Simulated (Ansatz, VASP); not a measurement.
**SrBr: VASP beside Ansatz**

```
Sr Br
1.0
     4.30087    0.00000    0.00000
    -2.15043    3.72466    0.00000
     0.00000    0.00000    9.28134
Sr Br
2 2
Direct
  0.33333 0.66667 0.34361
  0.66667 0.33333 0.84361
  0.33333 0.66667 0.03139
  0.66667 0.33333 0.53139
```

Alike in both runs: task single point; functional PBE; k mesh 12 × 12 × 6; occupations gaussian, width 0.1 eV; no spin polarisation.

|  | VASP | Ansatz |
| --- | --- | --- |
| version | VASP 6.6.1 | Ansatz 0.2.0 |
| potentials or method | VASP PAW PBE potentials, release 64 (Sr_sv, Br), cutoff 520 eV | scalar-relativistic, plane waves, PAW |
| valence electrons in the cell | 34 | 34 |

Ansatz gave:

```
gap on the k mesh at the Fermi level (eV)                     : none
pressure (GPa)                                                : 4.0
traceless stress, the component that is largest in VASP (GPa) : 2.56
rms of the force components (eV/Å)                            : 0.167
```

Problem. Which values does VASP return?

Solution. gap on the k mesh at the Fermi level (eV): none; pressure (GPa): 4.1; traceless stress, the component that is largest in VASP (GPa): 2.61; rms of the force components (eV/Å): 0.169.

Atom by atom the forces differ by 0.002 eV/Å (rms over components). A gap of «none» marks a metal or a gap that the smearing closes. The functional is the same, so the differences come from potentials, cutoffs and numerics.
